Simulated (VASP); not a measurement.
# CS2 in VASP: further runs

The runs below take CS2 through single point, with PBE+D3(BJ).

Everything below comes from runs of VASP 6.6.1. Logs are shortened: lines on timing, memory, paths and dates and some standing lists are left out, and cuts for length are marked.

## Step 1: The cell of the first run

The cell holds a disordered packing, 18 atoms: a = 8.434 Å, b = 8.434 Å, c = 8.434 Å, α = 90.00°, β = 90.00°, γ = 90.00°.

## Step 2: Single point, PBE+D3(BJ)

The input, INCAR:

```
ALGO = Normal ; EDIFF = 1E-7
ENCUT = 520 ; GGA = PE
ISIF = 2 ; ISMEAR = -1
IVDW = 12 ; LASPH = T
LCHARG = T ; LELF = T
LREAL = Auto ; LVHAR = T
LWAVE = F ; NBANDS = 63
NELM = 100 ; PREC = Accurate
SIGMA = 0.02
```

The input, KPOINTS:

```
k-points
0
Gamma
  1 1 1
```

The input, POSCAR:

```
CS2
1.0
    8.4343270000      0.0000000000      0.0000000000
    0.0000000000      8.4343270000      0.0000000000
    0.0000000000      0.0000000000      8.4343270000
S C
12 6
Direct
    0.8554090919      0.2000515275      1.0817104909
    1.0181843791      0.4607006582      0.8622620394
    0.7932345995      0.6122005941      0.4311903013
    0.8706681636      0.9543381470      0.5582662375
    0.5733593208      0.9413317743      0.8958865361
    0.2670752509      0.8578752045      0.6990006434
    0.5287558806      0.2065724983      0.3916376493
    0.2926374564      0.4682649843      0.3107301863
    0.3384620966      0.2879660701      0.8644673132
    0.6078730407      0.5338659504      0.8421181678
    0.3907484260      0.8360833058      0.3540768576
    0.1637237921      0.7807854735      0.0664901894
    0.9274836036      0.3359722714      0.9706998555
    0.8270250845      0.7763630696      0.5089321294
    0.4220253732      0.8868164585      0.8007396441
    0.4227723208      0.3561991372      0.3661940069
    0.4692253454      0.4153384141      0.8478566221
    0.2774613790      0.8161647041      0.2090860361
```

Potentials or basis: VASP PAW PBE potentials, release 64 (S, C).

On the command line:

```bash
$ cat potpaw_PBE.64/S/POTCAR potpaw_PBE.64/C/POTCAR > POTCAR
$ mpirun -np 1 vasp_gam > vasp.out
```

OUTCAR:

```text
EDIFF = 1E-7
   ENCUT = 520
   GGA = PE
   ISIF = 2
   ISMEAR = -1
   IVDW = 12
   LASPH = T
   LREAL = Auto
   NELM = 100
   PREC = Accurate
 IVDW          = 12

 ion  position               nearest neighbor table
   1  0.855  0.200  0.082-  13 1.60
   2  0.018  0.461  0.862-  13 1.59
   3  0.793  0.612  0.431-  14 1.56
   4  0.871  0.954  0.558-  14 1.60
   5  0.573  0.941  0.896-  15 1.58
   6  0.267  0.858  0.699-  15 1.58
   7  0.529  0.207  0.392-  16 1.56
   8  0.293  0.468  0.311-  16 1.52
   9  0.338  0.288  0.864-  17 1.55
  10  0.608  0.534  0.842-  17 1.54
  11  0.391  0.836  0.354-  18 1.56
  12  0.164  0.781  0.066-  18 1.57
  13  0.927  0.336  0.971-   2 1.59   1 1.60
  14  0.827  0.776  0.509-   3 1.56   4 1.60
  15  0.422  0.887  0.801-   5 1.58   6 1.58
  16  0.423  0.356  0.366-   8 1.52   7 1.56
  17  0.469  0.415  0.848-  10 1.54   9 1.55
  18  0.277  0.816  0.209-  11 1.56  12 1.57

  LATTYP: Found a simple cubic cell.
 ALAT       =     8.4343270000

  Lattice vectors:

 A1 = (   8.4343270000,   0.0000000000,   0.0000000000)
 A2 = (   0.0000000000,   8.4343270000,   0.0000000000)
 A3 = (   0.0000000000,   0.0000000000,   8.4343270000)

Analysis of symmetry for initial positions (statically):
=====================================================================
 Subroutine PRICEL returns:
 Original cell was already a primitive cell.

 Routine SETGRP: Setting up the symmetry group for a
 simple cubic supercell.

 Subroutine GETGRP returns: Found  1 space group operations
 (whereof  1 operations were pure point group operations)
 out of a pool of 48 trial point group operations.

The static configuration has the point symmetry C_1 .

Analysis of symmetry for dynamics (positions and initial velocities):
=====================================================================
 Subroutine PRICEL returns:
 Original cell was already a primitive cell.

 Routine SETGRP: Setting up the symmetry group for a
 simple cubic supercell.

 Subroutine GETGRP returns: Found  1 space group operations
 (whereof  1 operations were pure point group operations)
 out of a pool of 48 trial point group operations.

The dynamic configuration has the point symmetry C_1 .

 Subroutine INISYM returns: Found  1 space group operations
 (whereof  1 operations are pure point group operations),
 and found     1 'primitive' translations

----------------------------------------------------------------------------------------

                                     Primitive cell

  volume of cell :     600.0001

  direct lattice vectors                    reciprocal lattice vectors
     8.434327000  0.000000000  0.000000000     0.118563105  0.000000000  0.000000000
     0.000000000  8.434327000  0.000000000     0.000000000  0.118563105  0.000000000
     0.000000000  0.000000000  8.434327000     0.000000000  0.000000000  0.118563105

  length of vectors
     8.434327000  8.434327000  8.434327000     0.118563105  0.118563105  0.118563105

  position of ions in fractional coordinates (direct lattice)
     0.855409092  0.200051528  0.081710491
     0.018184379  0.460700658  0.862262039
     0.793234600  0.612200594  0.431190301
     0.870668164  0.954338147  0.558266237
     0.573359321  0.941331774  0.895886536
     0.267075251  0.857875204  0.699000643
     0.528755881  0.206572498  0.391637649
     0.292637456  0.468264984  0.310730186
     0.338462097  0.287966070  0.864467313
     0.607873041  0.533865950  0.842118168
     0.390748426  0.836083306  0.354076858
     0.163723792  0.780785474  0.066490189
     0.927483604  0.335972271  0.970699856
     0.827025085  0.776363070  0.508932129
     0.422025373  0.886816459  0.800739644
     0.422772321  0.356199137  0.366194007
     0.469225345  0.415338414  0.847856622
     0.277461379  0.816164704  0.209086036

  ion indices of the primitive-cell ions
   primitive index   ion index
                 1           1
                 2           2
                 3           3
                 4           4
                 5           5
[... 59 lines left out ...]
     14      -8.1892      2.00000
     15      -8.1204      2.00000
     16      -7.9718      2.00000
     17      -7.7968      2.00000
     18      -7.7923      2.00000
     19      -6.2996      2.00000
     20      -6.1914      2.00000
     21      -6.0930      2.00000
     22      -6.0127      2.00000
     23      -5.8966      2.00000
     24      -5.8627      2.00000
     25      -5.4299      2.00000
     26      -5.2192      2.00000
     27      -5.1224      2.00000
     28      -5.0342      2.00000
     29      -4.8755      2.00000
     30      -4.8288      2.00000
     31      -4.7260      2.00000
     32      -4.5334      2.00000
     33      -4.4822      2.00000
     34      -4.3768      2.00000
     35      -4.1733      2.00000
     36      -4.1555      2.00000
     37      -2.5349      2.00000
     38      -2.4605      2.00000
     39      -2.4065      2.00000
     40      -2.3533      2.00000
     41      -2.2589      2.00000
     42      -2.1504      2.00000
     43      -1.9994      2.00000
     44      -1.9055      2.00000
     45      -1.8610      2.00000
     46      -1.8211      2.00000
     47      -1.7682      2.00000
     48      -1.6844      2.00000
     49       1.2831      0.00000
     50       1.4610      0.00000
     51       1.5579      0.00000
     52       1.6175      0.00000
     53       1.6476      0.00000
     54       1.7801      0.00000
     55       1.8953      0.00000
     56       2.0950      0.00000
     57       2.1945      0.00000
     58       2.2130      0.00000
     59       2.3999      0.00000
     60       2.5198      0.00000
 [bands above 60 left out]

------------------------ aborting loop because EDIFF is reached ----------------------------------------

 Edisp (eV)   -2.15898

 E8    (eV) :    -0.7214

  FORCE on cell =-STRESS in cart. coord.  units (eV):
  Direction    XX          YY          ZZ          XY          YZ          ZX
  --------------------------------------------------------------------------------------
  -------------------------------------------------------------------------------------
  Total      -1.97319    -3.26105    -4.56810    -3.55685    -0.05523    -0.38330
  in kB      -5.26899    -8.70797   -12.19817    -9.49784    -0.14747    -1.02352
  external pressure =       -8.73 kB  Pullay stress =        0.00 kB

 VOLUME and BASIS-vectors are now :
 -----------------------------------------------------------------------------
  energy-cutoff  :      520.00
  volume of cell :      600.00
      direct lattice vectors                 reciprocal lattice vectors
     8.434327000  0.000000000  0.000000000     0.118563105  0.000000000  0.000000000
     0.000000000  8.434327000  0.000000000     0.000000000  0.118563105  0.000000000
     0.000000000  0.000000000  8.434327000     0.000000000  0.000000000  0.118563105

 POSITION                                       TOTAL-FORCE (eV/Angst)
 -----------------------------------------------------------------------------------
      7.21480      1.68730      0.68917         0.632066      1.456331     -1.100521
      0.15337      3.88570      7.27260        -1.024429     -0.988676      0.763684
      6.69040      5.16350      3.63680        -0.050547      0.099409      0.427881
      7.34350      8.04920      4.70860        -0.498925     -1.679623     -0.127550
      4.83590      7.93950      7.55620        -0.963944     -0.487504     -0.475029
      2.25260      7.23560      5.89560         0.858904     -0.228119      0.529532
      4.45970      1.74230      3.30320         0.493633      0.113496      0.461767
      2.46820      3.94950      2.62080        -1.061495      1.322320     -0.189378
      2.85470      2.42880      7.29120        -0.245141     -0.349714     -0.009001
      5.12700      4.50280      7.10270         0.515568      0.640497     -0.109242
      3.29570      7.05180      2.98640         0.143497      0.472750     -0.217079
      1.38090      6.58540      0.56080         0.227870      0.382324      0.613874
      7.82270      2.83370      8.18720         0.122040     -0.476820      0.210048
      6.97540      6.54810      4.29250         0.588532      1.594626     -0.385602
      3.55950      7.47970      6.75370        -0.047041      0.557042     -0.071394
      3.56580      3.00430      3.08860         0.487877     -1.838435     -0.224558
      3.95760      3.50310      7.15110         0.030325     -0.379939      0.240058
      2.34020      6.88380      1.76350        -0.208790     -0.209965     -0.337487
 -----------------------------------------------------------------------------------
    total drift:                               -0.010191     -0.009465      0.019929

  FREE ENERGIE OF THE ION-ELECTRON SYSTEM (eV)
  ---------------------------------------------------
  free  energy   TOTEN  =      -101.6013543713 eV

  energy  without entropy=     -101.6013543713  energy(sigma->0) =     -101.60135437
```

It took 38 s on 1 thread of AMD EPYC 9R45 (Zen 5), shared host; peak memory 0.49 GiB.

What came out:

| Quantity | Value |
| --- | --- |
| Free energy | -101.6014 eV |
| Pressure | -0.9 GPa |
| Largest force | 1.932 eV/Å |
| Dispersion energy per atom | -0.120 eV |

Forces on the atoms (eV/Å):
```
S    0.632  1.456 -1.101
S   -1.024 -0.989  0.764
S   -0.051  0.099  0.428
S   -0.499 -1.680 -0.128
S   -0.964 -0.488 -0.475
S    0.859 -0.228  0.530
S    0.494  0.113  0.462
S   -1.061  1.322 -0.189
S   -0.245 -0.350 -0.009
S    0.516  0.640 -0.109
S    0.143  0.473 -0.217
S    0.228  0.382  0.614
C    0.122 -0.477  0.210
C    0.589  1.595 -0.386
C   -0.047  0.557 -0.071
C    0.488 -1.838 -0.225
C    0.030 -0.380  0.240
C   -0.209 -0.210 -0.337
```

Stress tensor (GPa, compression positive):
```
-0.53 -0.95 -0.10
-0.95 -0.87 -0.01
-0.10 -0.01 -1.22
```

Levels at points of the mesh, in eV from the Fermi level:
| k point | band 45 | band 46 | band 47 | band 48 | band 49 | band 50 | band 51 | band 52 |
| --- | --- | --- | --- | --- | --- | --- | --- | --- |
| (0.00, 0.00, 0.00) | -0.70 | -0.66 | -0.60 | -0.52 | 2.45 | 2.63 | 2.72 | 2.78 |

Caveat: the k points lie up to 0.74 Å⁻¹ apart.

## Step 3: Single point, PBE+D3(BJ)

The input, INCAR:

```
SYSTEM = CS2
  PREC = Accurate
  ENCUT = 520
  EDIFF = 1E-6
  ISMEAR = -1
  SIGMA = 0.02
  LREAL = Auto
  LASPH = .TRUE.
  NELM = 60
  ALGO = Normal
  ISIF = 2
  LWAVE = .FALSE.
  LCHARG = .TRUE.
  GGA = PE
  IVDW = 12
  LELF = .TRUE.
  LVHAR = .TRUE.
  NBANDS = 63
```

The input, KPOINTS:

```
regular mesh
0
G
  1 1 1
  0 0 0
```

The input, POSCAR:

```
CS2
1.0
    8.4343270000      0.0000000000      0.0000000000
    0.0000000000      8.4343270000      0.0000000000
    0.0000000000      0.0000000000      8.4343270000
S C
12 6
Direct
    0.8637322219      0.2095840012      1.0968509995
    0.9991312881      0.4478128486      0.8399128941
    0.8012376091      0.6005576971      0.4644946775
    0.8695892393      0.9567924032      0.5463862143
    0.5739995616      0.9552510829      0.9051226020
    0.3175119959      0.8465761406      0.6591990090
    0.5534525754      0.2231831894      0.3790106786
    0.2922461982      0.4705176833      0.3148206134
    0.3749795330      0.2702408858      0.8658070762
    0.6067229786      0.5691740432      0.8529192667
    0.4345219245      0.8734188276      0.3146190561
    0.1667945765      0.8341033019      0.0591155643
    0.9324751103      0.3326406482      0.9711859642
    0.8366405524      0.7772167240      0.5065845799
    0.4335852760      0.8971670176      0.7982853878
    0.4177096762      0.3340041239      0.3528082324
    0.4918827548      0.4190850082      0.8541404667
    0.3010910058      0.8627955734      0.1896535432
```

Potentials or basis: VASP PAW PBE potentials, release 64 (S, C).

On the command line:

```bash
$ cat potpaw_PBE.64/S/POTCAR potpaw_PBE.64/C/POTCAR > POTCAR
$ mpirun -np 1 vasp_gam > vasp.out
```

It took 35 s on 1 thread of AMD EPYC 9R45 (Zen 5), shared host; peak memory 0.47 GiB.

Results (log left out):

- Free energy: -101.6656 eV
- Pressure: -1.5 GPa
- Largest force: 4.948 eV/Å
- Dispersion energy per atom: -0.120 eV

Forces on the atoms (eV/Å):
```
S    0.652  1.143 -1.027
S   -0.258 -0.653  0.828
S    0.110  0.369  0.057
S   -0.090 -0.797 -0.114
S   -0.581 -0.222 -0.017
S    0.214  0.248  1.013
S    2.331 -2.209  0.677
S    0.753 -1.263  0.338
S    1.097  1.837 -0.216
S   -0.938 -1.678  0.038
S    0.487  0.077  0.426
S    1.191  0.439  1.235
C   -0.243 -0.510  0.163
C    0.020  0.459 -0.041
C    0.139 -0.226 -1.083
C   -3.128  3.707 -0.977
C   -0.200 -0.036  0.323
C   -1.556 -0.687 -1.621
```

Stress tensor (GPa, compression positive):
```
-1.03 -1.75 -0.14
-1.75 -1.77  0.21
-0.14  0.21 -1.63
```

Levels at points of the mesh, in eV from the Fermi level:
| k point | band 46 | band 47 | band 48 | band 49 | band 50 | band 51 |
| --- | --- | --- | --- | --- | --- | --- |
| (0.00, 0.00, 0.00) | -0.73 | -0.70 | -0.52 | 2.40 | 2.55 | 2.62 |

Caveat: the k points lie up to 0.74 Å⁻¹ apart.

## Step 4: Single point, PBE+D3(BJ)

The input, INCAR:

```
SYSTEM = CS2
  ALGO = Normal
  EDIFF = 1E-6
  ENCUT = 520
  GGA = PE
  ISIF = 2
  ISMEAR = -1
  IVDW = 12
  LASPH = .True.
  LCHARG = .True.
  LELF = .True.
  LREAL = Auto
  LVHAR = .True.
  LWAVE = .False.
  NBANDS = 63
  NELM = 100
  PREC = Accurate
  SIGMA = 0.02
```

The input, KPOINTS:

```
k-points
0
Gamma
  1 1 1
  0 0 0
```

The input, POSCAR:

```
CS2
1.0
    8.4343270000      0.0000000000      0.0000000000
    0.0000000000      8.4343270000      0.0000000000
    0.0000000000      0.0000000000      8.4343270000
S C
12 6
Direct
    0.9289774987      0.1992334421      1.0811413880
    1.0489396487      0.4106314588      0.7889426151
    0.7994828752      0.6462400616      0.3863853038
    0.8810661479      0.9465959762      0.5845635342
    0.5464692085      0.9141333980      0.8804614761
    0.2748174217      0.8173740477      0.6560926556
    0.5081851818      0.2973444117      0.4716796017
    0.2220924088      0.4992810926      0.3673440691
    0.3839191912      0.2875510992      0.9119755494
    0.6615228459      0.5229344321      0.8086478032
    0.4368101924      0.8715455305      0.3043396349
    0.1581157572      0.8489355464      0.0615935332
    0.9894683950      0.3083233553      0.9365418249
    0.8332852165      0.7982853878      0.4843539977
    0.4186700373      0.8420944552      0.7701740755
    0.3670832302      0.3915072299      0.4188834509
    0.5221282030      0.4095643909      0.8574958026
    0.2920564972      0.8608985637      0.1921433684
```

On the command line:

```bash
$ cat potpaw_PBE.64/S/POTCAR potpaw_PBE.64/C/POTCAR > POTCAR
$ mpirun -np 1 vasp_gam > vasp.out
```

It took 42 s on 1 thread of AMD EPYC 9R45 (Zen 5), shared host; peak memory 0.49 GiB.

The run converged. Its results:

```yaml
Free_energy: -101.6434 eV
Pressure: -1.2 GPa
Largest_force: 3.998 eV/Å
Dispersion_energy_per_atom: -0.121 eV
```

Forces on the atoms (eV/Å):
```
S    0.738  1.472 -1.768
S   -0.587 -0.936  1.493
S   -0.166 -0.082 -0.093
S   -0.245 -0.081 -0.149
S    0.594 -0.182  0.358
S    0.227 -0.514 -0.052
S    2.325 -1.760  0.736
S    0.717 -0.790  0.168
S    2.093  1.639 -0.813
S   -0.775 -0.511  0.165
S    0.128  0.073  0.490
S    0.524 -0.073  0.963
C   -0.430 -0.387  0.284
C    0.448  0.209  0.221
C   -0.696  0.904 -0.273
C   -3.079  2.308 -1.084
C   -1.090 -1.272  0.769
C   -0.727 -0.015 -1.414
```

Stress tensor (GPa, compression positive):
```
-0.60 -1.29  0.96
-1.29 -1.28  0.97
 0.96  0.97 -1.61
```

Levels at points of the mesh, in eV from the Fermi level:
```tsv
k point	band 46	band 47	band 48	band 49	band 50	band 51
(0.00, 0.00, 0.00)	-0.71	-0.64	-0.50	2.53	2.60	2.67
```

Caveat: the k points lie up to 0.74 Å⁻¹ apart; the atoms stand as in a frame of molecular dynamics.

## Step 5: Single point, PBE+D3(BJ)

The input, INCAR:

```
SYSTEM = CS2
ALGO = Normal
EDIFF = 1E-6
ENCUT = 520
GGA = PE
ISIF = 2
ISMEAR = -1
IVDW = 12
LASPH = .TRUE.
LCHARG = .FALSE.
LREAL = Auto
LWAVE = .FALSE.
NBANDS = 63
NELM = 100
PREC = Accurate
SIGMA = 0.02
```

The input, KPOINTS:

```
k-points
0
G
  1 1 1
  0 0 0
```

The input, POSCAR:

```
CS2
1.0
    8.4343270000      0.0000000000      0.0000000000
    0.0000000000      8.4343270000      0.0000000000
    0.0000000000      0.0000000000      8.4343270000
S C
12 6
Direct
    0.8862829245      0.2909064351      1.0721780173
    1.1075928168      0.3643325662      0.7705653338
    0.8255193331      0.7231519480      0.3065330524
    0.8678345053      0.9684471565      0.5765130994
    0.5547923385      0.9034034369      0.8967876157
    0.2935978176      0.8206345331      0.6592227216
    0.4797181802      0.3090228776      0.4741694269
    0.1532902388      0.4307279051      0.3509230790
    0.4754261958      0.2710589713      1.0363126779
    0.6256812191      0.5268233020      0.8087426537
    0.4115681073      0.8906223342      0.2964789010
    0.1664151746      0.7511565535      0.0619966477
    0.9960960726      0.3240211104      0.9206543687
    0.8535476512      0.8469081173      0.4412207400
    0.4279061032      0.8668385753      0.7725690503
    0.3208317629      0.3810973893      0.4053316880
    0.5406951853      0.4092324142      0.9232864697
    0.2907760157      0.8132954769      0.1771688482
```

On the command line:

```bash
$ cat potpaw_PBE.64/S/POTCAR potpaw_PBE.64/C/POTCAR > POTCAR
$ mpirun -np 1 vasp_gam > vasp.out
```

Run time: 40 s. Hardware: 1 thread of AMD EPYC 9R45 (Zen 5), shared host; peak memory 0.48 GiB.

Results (log left out):

```yaml
Free_energy: -101.7338 eV
Pressure: -0.7 GPa
Largest_force: 2.558 eV/Å
Dispersion_energy_per_atom: -0.120 eV
```

Forces in eV/Å, atoms in the order of the input:
```
S    1.317  0.236 -1.718
S   -1.407 -0.615  2.047
S    0.098  0.073  0.052
S    0.245  0.631  0.622
S    1.174  0.556  0.941
S   -0.935 -0.191 -1.066
S   -0.654  0.607 -0.482
S   -0.295  0.425 -0.233
S    0.311  1.569 -1.275
S   -0.411 -0.198  0.184
S   -0.243 -0.406 -0.194
S   -0.976 -0.712 -1.061
C    0.193  0.282 -0.184
C   -0.417 -0.681 -0.690
C   -0.296 -0.182  0.133
C    1.076 -1.031  0.808
C   -0.098 -1.485  0.877
C    1.318  1.123  1.241
```

Stress tensor (GPa, compression positive):
```
-0.29 -0.17  1.89
-0.17 -0.74  1.20
 1.89  1.20 -1.00
```

Levels at points of the mesh, in eV from the Fermi level:
| k point | band 46 | band 47 | band 48 | band 49 | band 50 | band 51 |
| --- | --- | --- | --- | --- | --- | --- |
| (0.00, 0.00, 0.00) | -0.71 | -0.63 | -0.55 | 2.66 | 2.70 | 2.81 |

Caveat: the k points lie up to 0.74 Å⁻¹ apart; the atoms stand as in a frame of molecular dynamics.

## Step 6: The runs side by side

| cell | pressure (GPa) | largest force (eV/Å) |
| --- | --- | --- |
| as given, atomic positions A | -0.9 | 1.93 |
| as given, atomic positions B | -1.5 | 4.95 |
| as given, atomic positions C | -1.2 | 4.00 |
| as given, atomic positions D | -0.7 | 2.56 |

Alike in all rows: task single point; level PBE+D3(BJ); potentials or basis VASP PAW PBE potentials, release 64 (S, C); no spin polarisation; k mesh 1 × 1 × 1; cutoff (eV) 520; smearing fermi-dirac 0.02 eV.

Caveats: all runs use coarse meshes; the atoms stand as in a frame of molecular dynamics (at least some runs).

Absolute energies hang on the potentials; compare differences alone.
